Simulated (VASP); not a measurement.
Here is a VASP 6.6.1 calculation.

File INCAR:

```
SYSTEM = Li3Au5
PREC = Accurate
ENCUT = 600
EDIFF = 1E-6
ISMEAR = 0
SIGMA = 0.1
LREAL = .FALSE.
LASPH = .TRUE.
NELM = 100
ALGO = Normal
ISIF = 3
LWAVE = .FALSE.
LCHARG = .FALSE.
GGA = PE
IBRION = 2
NSW = 90
EDIFFG = -0.04
```

Contents of KPOINTS:

```
Automatic mesh
0
G
  4 4 4
  0 0 0
```

File POSCAR:

```
Li3Au5
1.0
   -3.2567997700      3.2567997700      3.2567997700
    3.2567997700     -3.2567997700      3.2567997700
    3.2567997700      3.2567997700     -3.2567997700
Li Au
3 5
Direct
    0.0000000000      0.5000000000      0.5000000000
    0.5000000000      0.0000000000      0.5000000000
    0.5000000000      0.5000000000      0.0000000000
    0.5000000000      0.5000000000      0.5000000000
    0.0000000000      0.0000000000      0.5000000000
    0.0000000000      0.5000000000      0.0000000000
    0.5000000000      0.0000000000      0.0000000000
    0.0000000000      0.0000000000      0.0000000000
```

Potentials or basis: VASP PAW PBE potentials, release 64 (Li_sv, Au).

Run with:

```console
$ cat potpaw_PBE.64/Li_sv/POTCAR potpaw_PBE.64/Au/POTCAR > POTCAR
$ mpirun -np 1 vasp_std > vasp.out
```

Q: Predict the relaxed volume.

A: 16.27 Å³/atom.

Q: Estimate the space group after relaxing (to 0.1 Å).

A: Im-3m (No. 229).

Q: What does it give for the relaxed cell?

A: a = 5.530 Å, b = 5.530 Å, c = 5.530 Å, α = 109.47°, β = 109.47°, γ = 109.47°.

Q: What does it give for the band gap on the k mesh?

A: Zero (bands 32 and 33 overlap by 1.03 eV).

Step by step:
```tsv
step	energy change (eV)	largest force (eV/Å)	pressure (GPa)	volume (Å³)
1	0.0000	0.0000	-3.78	138.18
2	-0.0985	0.0000	0.06	130.19
```

Caveat: the cutoff is under 1.25 times the usual one of these potentials, so pressure, stress and relaxed cells hold a basis-set (Pulay) error; spin-orbit coupling is left out, which moves the levels of the heavy elements.
